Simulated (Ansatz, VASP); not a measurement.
# Two plane-wave programs on Na2Sr

INCAR

```
SYSTEM = Na2Sr
ALGO = Normal ; EDIFF = 1E-7
EDIFFG = -0.04 ; ENCUT = 600
GGA = PE ; IBRION = 2
ISIF = 3 ; ISMEAR = 0
LASPH = .True. ; LCHARG = .False.
LREAL = .False. ; LWAVE = .False.
NELM = 100 ; NSW = 90
PREC = Accurate ; SIGMA = 0.1
```

File KPOINTS:

```
k-points
0
Gamma
  6 6 6
  0 0 0
```

The input POSCAR:

```
Na2Sr
1.0
   -1.9376856670      1.9376856670      4.7533851518
    1.9376856670     -1.9376856670      4.7533851518
    1.9376856670      1.9376856670     -4.7533851518
Na Sr
2 1
Direct
    0.6650000000      0.6650000000      0.0000000000
    0.3350000000      0.3350000000      0.0000000000
    0.0000000000      0.0000000000      0.0000000000
```

Input for Ansatz:

```yaml
crystal:
  lattice:
    - [-1.937685667, 1.937685667, 4.7533851518]
    - [1.937685667, -1.937685667, 4.7533851518]
    - [1.937685667, 1.937685667, -4.7533851518]
  atoms:
    - { symbol: Na, position: [0.665, 0.665, 0.0] }
    - { symbol: Na, position: [0.335, 0.335, 0.0] }
    - { symbol: Sr, position: [0.0, 0.0, 0.0] }
basis:
  ecutwfc: 420
kpoints:
  mp_grid: { grid: [6, 6, 6] }
hamiltonian:
  xc: pbe
scf:
  occupations: { method: gaussian, width: 0.1 }
  lower_state_search: "off"
output:
  forces: true
  stress: true
  eigenvalues: true
relax:
  adjacent_minimum: "off"
  f_tol: 0.04
  max_steps: 70
  cell: { stress_tol: 0.4 }
```

Alike in both runs: task relaxation of cell and atoms; functional PBE; k mesh 6 × 6 × 6; occupations gaussian, width 0.1 eV; no spin polarisation.

```csv
,VASP,Ansatz
version,VASP 6.6.1,Ansatz 0.2.0
potentials or method,"VASP PAW PBE potentials, release 64 (Na_pv, Sr_sv), cutoff 600 eV","scalar-relativistic, plane waves, PAW"
valence electrons in the cell,24,28
```

|  | VASP | Ansatz | Ansatz less VASP |
| --- | --- | --- | --- |
| gap on the k mesh at the Fermi level, each at its own relaxed structure (eV) | none | none | - |
| relaxed volume (Å³/atom) | 42.77 | 42.78 | +0.012 |
| relaxed cell length with the largest relative difference (Å) | 7.597 | 7.456 | -0.1410 |

A gap of «none» marks a metal or a gap that the smearing closes. VASP's potentials hold 24 valence electrons a cell and Ansatz's 28, so a difference there can come from the potentials and not from the codes.

The k mesh is coarse, so the values compare programs but aren't converged. Noted on VASP's run: the volume moved by over 15 % at a fixed basis, so the end points are rough.
